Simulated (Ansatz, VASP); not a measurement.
**One calculation of As, two programs**

```xyz
2
Lattice="3.5215 0.0000 0.0000 -1.7607 3.0497 0.0000 0.0000 0.0000 28.0000" Properties=species:S:1:pos:R:3 pbc="T T T"
As    0.0000    2.0331   14.6882
As    1.7607    1.0166   13.3118
```

Alike in both runs: functional LDA; k mesh 6 × 6 × 1; occupations gaussian, width 0.1 eV; no spin polarisation.

Ansatz relaxed the structure, and its values are those at the end. VASP's run is a single point on that final structure, the one shown.

|  | VASP | Ansatz |
| --- | --- | --- |
| version | VASP 6.6.1 | Ansatz 0.2.0 |
| potentials or method | VASP PAW LDA potentials, release 64 (As), cutoff 400 eV | scalar-relativistic, plane waves, PAW |
| valence electrons in the cell | 10 | 30 |

|  | VASP | Ansatz | Ansatz less VASP |
| --- | --- | --- | --- |
| gap on the k mesh at the Fermi level (eV) | 1.47 | 1.46 | -0.008 |
| least direct gap on the mesh (eV) | 2.09 | 2.08 | -0.009 |
| rms of the force components (eV/Å) | 0.075 | 0.000 | -0.0748 |

LDA's correlation is that of Perdew and Zunger in VASP and of Perdew and Wang (1992) in Ansatz. VASP's potentials hold 10 valence electrons a cell and Ansatz's 30, so a difference there can come from the potentials and not from the codes.
